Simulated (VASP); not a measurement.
# H (a cell with a defect) in VASP: single point with PBE

Aim: the single point of H (a cell with a defect) with PBE.

Program: VASP 6.6.1. These are calculated values, not measurements. Logs are shortened: lines on timing, memory, paths and dates and some standing lists are left out, and cuts for length are marked.

### 1 The cell of the first run

The cell holds a defect, 15 atoms: a = 6.958 Å, b = 6.958 Å, c = 6.958 Å, α = 97.87°, β = 115.57°, γ = 115.57°.

### 2 Single point, PBE (atoms taken out, then relaxed in part)

The input, INCAR:

```
SYSTEM = H
PREC = Accurate ; ENCUT = 520
EDIFF = 1E-6 ; ISMEAR = 0
SIGMA = 0.05 ; LREAL = Auto
LASPH = .TRUE. ; NELM = 80
ALGO = Normal ; ISIF = 2
LWAVE = .FALSE. ; LCHARG = .FALSE.
GGA = PE ; NBANDS = 20
```

The input, KPOINTS:

```
regular mesh
0
G
  4 4 4
  0 0 0
```

The input, POSCAR:

```
H
1.0
   -3.7097337092     -3.7097337092      4.5711314382
   -3.7097337092      3.7097337092     -4.5711314382
    3.7097337092     -3.7097337092     -4.5711314382
H
15
Direct
    0.1298363390      0.0152550924      0.0152550924
    0.4990696796      0.5407544593      0.0376407869
   -0.0091465917      0.5356755131      0.0397556141
    0.4990696796      0.0376407869      0.5407544593
   -0.0091465917      0.0397556141      0.5356755131
    0.5057578386      0.5457897969      0.5457897969
    0.0097942585      0.5437050001      0.5437050001
    0.4902057415      0.4562949999      0.4562949999
   -0.0057578386      0.4542102031      0.4542102031
    0.5091465917      0.9602443859      0.4643244869
    0.0009303204      0.9623592131      0.4592455407
    0.5091465917      0.4643244869      0.9602443859
    0.0009303204      0.4592455407      0.9623592131
    0.3701636610      0.9847449076      0.9847449076
    0.2500000000      1.0000000000      1.0000000000
```

Potentials or basis: VASP PAW PBE potentials, release 64 (H).

Command:

```console
cat potpaw_PBE.64/H/POTCAR > POTCAR
mpirun -np 1 vasp_std > vasp.out
```

OUTCAR:

```text
SYSTEM = H
   PREC = Accurate
   ENCUT = 520
   EDIFF = 1E-6
   ISMEAR = 0
   LREAL = Auto
   LASPH = .TRUE.
   NELM = 80
   ISIF = 2
   GGA = PE

 ion  position               nearest neighbor table
   1  0.130  0.015  0.015-
   2  0.499  0.541  0.038-  12 0.75
   3  0.991  0.536  0.040-  13 0.75
   4  0.499  0.038  0.541-  10 0.75
   5  0.991  0.040  0.536-  11 0.75
   6  0.506  0.546  0.546-   8 0.75
   7  0.010  0.544  0.544-   9 0.75
   8  0.490  0.456  0.456-   6 0.75
   9  0.994  0.454  0.454-   7 0.75
  10  0.509  0.960  0.464-   4 0.75
  11  0.001  0.962  0.459-   5 0.75
  12  0.509  0.464  0.960-   2 0.75
  13  0.001  0.459  0.962-   3 0.75
  14  0.370  0.985  0.985-
  15  0.250  0.000  0.000-

  LATTYP: Found a body centered tetragonal cell.
 ALAT       =     7.4194674184
 C/A-ratio  =     1.2321993427

  Lattice vectors:

 A1 = (   3.7097337092,  -3.7097337092,   4.5711314382)
 A2 = (  -3.7097337092,   3.7097337092,   4.5711314382)
 A3 = (  -3.7097337092,  -3.7097337092,  -4.5711314382)

Analysis of symmetry for initial positions (statically):
=====================================================================
 Subroutine PRICEL returns:
 Original cell was already a primitive cell.

 Routine SETGRP: Setting up the symmetry group for a
 body centered tetragonal supercell.

 Subroutine GETGRP returns: Found  4 space group operations
 (whereof  2 operations were pure point group operations)
 out of a pool of 16 trial point group operations.

The static configuration has the point symmetry C_1h.
 The point group associated with its full space group is C_2h.

Analysis of symmetry for dynamics (positions and initial velocities):
=====================================================================
 Subroutine PRICEL returns:
 Original cell was already a primitive cell.

 Routine SETGRP: Setting up the symmetry group for a
 body centered tetragonal supercell.

 Subroutine GETGRP returns: Found  4 space group operations
 (whereof  2 operations were pure point group operations)
 out of a pool of 16 trial point group operations.

The dynamic configuration has the point symmetry C_1h.
 The point group associated with its full space group is C_2h.

 Subroutine INISYM returns: Found  4 space group operations
 (whereof  2 operations are pure point group operations),
 and found     1 'primitive' translations

----------------------------------------------------------------------------------------

                                     Primitive cell

  volume of cell :     251.6339

  direct lattice vectors                    reciprocal lattice vectors
    -3.709733709 -3.709733709  4.571131438    -0.134780564 -0.134780564  0.000000000
    -3.709733709  3.709733709 -4.571131438    -0.134780564  0.000000000 -0.109382110
     3.709733709 -3.709733709 -4.571131438     0.000000000 -0.134780564 -0.109382110

  length of vectors
     6.958411529  6.958411529  6.958411529     0.190608501  0.173580662  0.173580662

  position of ions in fractional coordinates (direct lattice)
     0.129836339  0.015255092  0.015255092
     0.499069680  0.540754459  0.037640787
     0.990853408  0.535675513  0.039755614
     0.499069680  0.037640787  0.540754459
     0.990853408  0.039755614  0.535675513
     0.505757839  0.545789797  0.545789797
     0.009794259  0.543705000  0.543705000
     0.490205741  0.456295000  0.456295000
     0.994242161  0.454210203  0.454210203
     0.509146592  0.960244386  0.464324487
     0.000930320  0.962359213  0.459245541
     0.509146592  0.464324487  0.960244386
     0.000930320  0.459245541  0.962359213
     0.370163661  0.984744908  0.984744908
     0.250000000  0.000000000  0.000000000

  ion indices of the primitive-cell ions
   primitive index   ion index
                 1           1
                 2           2
                 3           3
                 4           4
                 5           5
                 6           6
                 7           7
                 8           8
                 9           9
                10          10
                11          11
                12          12
                13          13
                14          14
                15          15

----------------------------------------------------------------------------------------

 KPOINTS: regular mesh

Automatic generation of k-mesh.
 Grid dimensions read from file:
 generate k-points for:    4    4    4

 Generating k-lattice:

  Cartesian coordinates                     Fractional coordinates (reciprocal lattice)
    -0.033695141 -0.033695141  0.000000000     0.250000000  0.000000000  0.000000000
    -0.033695141  0.000000000 -0.027345527     0.000000000  0.250000000 -0.000000000
     0.000000000 -0.033695141 -0.027345527     0.000000000 -0.000000000  0.250000000

  Length of vectors
     0.047652125  0.043395165  0.043395165

  Shift w.r.t. Gamma in fractional coordinates (k-lattice)
     0.000000000  0.000000000  0.000000000

 Subroutine IBZKPT returns following result:
 ===========================================

 Found     24 irreducible k-points:

 Following reciprocal coordinates:
            Coordinates               Weight
  0.000000  0.000000  0.000000      1.000000
  0.250000  0.000000  0.000000      2.000000
  0.000000 -0.250000  0.250000      2.000000
  0.500000  0.000000  0.000000      1.000000
  0.000000  0.500000  0.500000      1.000000
  0.000000  0.250000 -0.000000      4.000000
[... 16 lines left out ...]
 -0.250000  0.500000  0.500000      2.000000
  0.500000  0.500000  0.500000      1.000000
   k-points           NKPTS =     24   k-points in BZ     NKDIM =     24   number of bands    NBANDS=     20
   number of dos      NEDOS =    301   number of ions     NIONS =     15
   total plane-waves  NPLWV = 157464
   dimension x,y,z NGX =    54 NGY =   54 NGZ =   54
   dimension x,y,z NGXF=   108 NGYF=  108 NGZF=  108
   ions per type =              15
   NGX,Y,Z   is equivalent  to a cutoff of  12.90, 12.90, 12.90 a.u.
   NGXF,Y,Z  is equivalent  to a cutoff of  25.80, 25.80, 25.80 a.u.
 SYSTEM =  H
   PREC   = accura    normal or accurate (medium, high low for compatibility)
   ISTART =      0    job   : 0-new  1-cont  2-samecut
   ICHARG =      2    charge: 1-file 2-atom 10-const
   ISPIN  =      1    spin polarized calculation?
   LNONCOLLINEAR =      F non collinear calculations
   LSORBIT =      F    spin-orbit coupling
   LASPH  =      T    aspherical Exc in radial PAW
   ENCUT  =  520.0 eV  38.22 Ry    6.18 a.u.  12.94 12.94 12.94*2*pi/ulx,y,z
   NELM   =     80;   NELMIN=  2; NELMDL= -5     # of ELM steps
   EDIFF  = 0.1E-05   stopping-criterion for ELM
   LREAL  =      T    real-space projection
   EDIFFG = 0.1E-04   stopping-criterion for IOM
   NSW    =      0    number of steps for IOM
   IBRION =     -1    ionic relax: 0-MD 1-quasi-New 2-CG
   NFREE  =      0    steps in history (QN), initial steepest desc. (CG)
   ISIF   =      2    stress and relaxation
   ISYM   =      2    0-nonsym 1-usesym 2-fastsym
   POTIM  = 0.5000    time-step for ionic-motion
   TEBEG  =    0.0;   TEEND  =   0.0 temperature during run
   PSTRESS=    0.0 pullay stress
   NELECT =      15.0000    total number of electrons
   NUPDOWN=      -1.0000    fix difference up-down
   EMIN   =  10.00;   EMAX   =-10.00  energy-range for DOS
   EFERMI =   0.00;   METHOD = LEGACY
   ISMEAR =     0;   SIGMA  =   0.05  broadening in eV -4-tet -1-fermi 0-gaus
   EFERMI_NEDOS =   21; number of points for ismear=-14 and -15
   IALGO  =     38    algorithm
   IMIX   =      4    mixing-type and parameters
     AMIX     =   0.40;   BMIX     =  1.00
     AMIX_MAG =   1.60;   BMIX_MAG =  1.00
  volume/ion in A,a.u.               =      16.78       113.21
  Fermi-wavevector in a.u.,A,eV,Ry     =   0.639512  1.208503  5.564455  0.408976
  Thomas-Fermi vector in A             =   1.705212
   LORBIT       =      0    0 simple, 1 ext, 2 COOP (PROOUT), +10 PAW based schemes
   GGA     = PE    functional components
   LHFCALC =     F    Hartree Fock is set to
   AEXX    =    0.0000 exact exchange contribution
   IVDW    =     0    specifies the selected vdW correction
   LEPSILON=     F    determine dielectric tensor
   LRPA    =     F    only Hartree local field effects (RPA)
 non-spin polarized calculation
 Gauss-broadening in eV      SIGMA  =   0.05
  energy-cutoff  :      520.00
  volume of cell :      251.63
 maximum number of plane-waves:      6805
 NGX is ok and might be reduce to    54
   NGX = 25   NGY = 25   NGZ = 25

 number of electron      14.9999999 magnetization

 Free energy of the ion-electron system (eV)
  ---------------------------------------------------
  ext. energy  EPLUGINS =         0.00000000
  ---------------------------------------------------
  free energy    TOTEN  =       -47.93687021 eV

  energy without entropy =      -47.91319420  energy(sigma->0) =      -47.92503220

 E-fermi :  -4.2102     XC(G=0):  -4.5214

 val. band max:       -4.2126335720   @ k =   0.2500  -0.2500   0.2500
 cond. band min:      -4.2095159732   @ k =   0.2500   0.2500   0.2500
 fundamental gap:      0.0031175988
 Fermi energy:        -4.2102165875

 k-point     1 :       0.0000    0.0000    0.0000
  band No.  band energies     occupation
      1     -11.2143      2.00000
      2      -9.9280      2.00000
      3      -9.3411      2.00000
      4      -9.3212      2.00000
      5      -9.2153      2.00000
      6      -9.1989      2.00000
[... 11 lines left out ...]
     18       4.9892      0.00000
     19       5.4418      0.00000
[... 488 lines left out ...]
      2      -9.5085      2.00000
      3      -9.4791      2.00000
      4      -9.4255      2.00000
      5      -9.3875      2.00000
      6      -9.1968      2.00000
[... 11 lines left out ...]
     18       3.4991      0.00000
     19       3.6149      0.00000
 [bands above 19 left out]

------------------------ aborting loop because EDIFF is reached ----------------------------------------

  FORCE on cell =-STRESS in cart. coord.  units (eV):
  Direction    XX          YY          ZZ          XY          YZ          ZX
  --------------------------------------------------------------------------------------
  -------------------------------------------------------------------------------------
  Total       -0.2361193     -0.2361193     -0.3836849     -0.0216716      0.0025642      0.0025640
  in kB       -1.5033944     -1.5033944     -2.4429588     -0.1379852      0.0163263      0.0163254
  external PRESSURE =      -1.8165825 kB  Pullay stress =       0.0000000 kB

 VOLUME and BASIS-vectors are now :
 -----------------------------------------------------------------------------
  energy-cutoff  :      520.00
  volume of cell :      251.63
      direct lattice vectors                 reciprocal lattice vectors
    -3.709733709 -3.709733709  4.571131438    -0.134780564 -0.134780564  0.000000000
    -3.709733709  3.709733709 -4.571131438    -0.134780564  0.000000000 -0.109382110
     3.709733709 -3.709733709 -4.571131438     0.000000000 -0.134780564 -0.109382110

 POSITION                                       TOTAL-FORCE (eV/Angst)
 -----------------------------------------------------------------------------------
     -0.48166     -0.48166      0.45403         0.002325      0.002325     -0.003646
     -3.71783      0.01500     -0.36261        -0.001127     -0.001259      0.019290
     -5.51553     -1.83607      1.89895        -0.000714     -0.001413      0.018846
      0.01500     -3.71783     -0.36261        -0.001259     -0.001127      0.019290
     -1.83607     -5.51553      1.89895        -0.001413     -0.000714      0.018846
     -1.87623     -1.87623     -2.67787         0.001464      0.001464      0.029876
     -0.03633     -0.03633     -4.92592         0.001723      0.001723      0.030310
     -1.81853     -1.81853     -1.93077        -0.001723     -0.001723     -0.030310
     -3.68837     -3.68837      0.39230        -0.001464     -0.001464     -0.029876
     -3.72853     -0.04907     -4.18452         0.001413      0.000714     -0.018846
     -1.86987      1.86297     -6.49409         0.001259      0.001127     -0.019290
     -0.04907     -3.72853     -4.18452         0.000714      0.001413     -0.018846
      1.86297     -1.86987     -6.49409         0.001127      0.001259     -0.019290
     -1.37321     -1.37321     -7.31073        -0.002325     -0.002325      0.003646
     -0.92743     -0.92743      1.14278         0.000000      0.000000      0.000000
 -----------------------------------------------------------------------------------
    total drift:                                0.000000     -0.000000     -0.000000

  FREE ENERGIE OF THE ION-ELECTRON SYSTEM (eV)
  ---------------------------------------------------
  free  energy   TOTEN  =       -47.9368702074 eV

  energy  without entropy=      -47.9131941962  energy(sigma->0) =      -47.92503220
```

Wall time 3 min (1 thread of Intel Xeon Platinum 8259CL at 2.50GHz (Skylake/Cascade Lake), shared host); peak memory 0.4 GiB.

Results:

| Property | Result |
| --- | --- |
| Free energy | -47.9369 eV |
| Pressure | -0.2 GPa |
| Largest force | 0.030 eV/Å |
| Band gap on the k mesh | zero (an odd number of electrons rules out a gap without spin polarisation) |

Forces in eV/Å, atoms in the order of the input:
```
H    0.002  0.002 -0.004
H   -0.001 -0.001  0.019
H   -0.001 -0.001  0.019
H   -0.001 -0.001  0.019
H   -0.001 -0.001  0.019
H    0.001  0.001  0.030
H    0.002  0.002  0.030
H   -0.002 -0.002 -0.030
H   -0.001 -0.001 -0.030
H    0.001  0.001 -0.019
H    0.001  0.001 -0.019
H    0.001  0.001 -0.019
H    0.001  0.001 -0.019
H   -0.002 -0.002  0.004
H    0.000  0.000  0.000
```

Caveat: the cell differs from its parent crystal (atoms taken out, then relaxed in part).
